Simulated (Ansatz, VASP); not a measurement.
# GaP: VASP beside Ansatz

```
CELL_PARAMETERS angstrom
0.00000 2.39512 2.39512
2.39512 0.00000 2.39512
2.39512 2.39512 0.00000
ATOMIC_POSITIONS crystal
Ga 0.00000 0.00000 0.00000
P 0.50000 0.50000 0.50000
```

Change from the starting cell: volume scaled by 0.8, LAPW.

Alike in both runs: task single point; functional PBE; k mesh 14 × 14 × 14; occupations fermi-dirac, width 0.1 eV; no spin polarisation.

```csv
,VASP,Ansatz
version,VASP 6.6.1,Ansatz 0.2.0
potentials or method,"VASP PAW PBE potentials, release 64 (Ga_d, P), cutoff 520 eV","all-electron LAPW, scalar-relativistic"
```

```tsv
	VASP	Ansatz	Ansatz less VASP
pressure (GPa)	32.6	32.6	-0.03
```

Both programs put the cell under a high pressure, so it lies far from rest at this level. Ansatz ran all-electron here, and VASP with PAW potentials.
